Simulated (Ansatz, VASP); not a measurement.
# One calculation of InGa3P4, two programs

```xyz
8
Lattice="5.6209 0.0000 0.0000 0.0000 5.6209 0.0000 0.0000 0.0000 5.6209" Properties=species:S:1:pos:R:3 pbc="T T T"
In    2.8104    2.8104    2.8104
Ga    0.0000    0.0000    2.8104
Ga    0.0000    2.8104    0.0000
Ga    2.8104    0.0000    0.0000
P     4.2720    4.2720    4.2720
P     4.2720    1.3489    1.3489
P     1.3489    4.2720    1.3489
P     1.3489    1.3489    4.2720
```

Alike in both runs: functional PBE; k mesh 6 × 6 × 6; occupations gaussian, width 0.02 eV; no spin polarisation.

Ansatz relaxed the structure, and its values are those at the end. VASP's run is a single point on that final structure, the one shown.

```csv
,VASP,Ansatz
version,VASP 6.6.1,Ansatz 0.2.0
potentials or method,"VASP PAW PBE potentials, release 64 (In_d, Ga_d, P), cutoff 520 eV","scalar-relativistic, plane waves, PAW"
valence electrons in the cell,72,72
```

```csv
,VASP,Ansatz,Ansatz less VASP
gap on the k mesh at the Fermi level (eV),1.04,1.05,+0.004
least direct gap on the mesh (eV),1.04,1.05,+0.004
pressure (GPa),0.0,0.0,+0.01
```
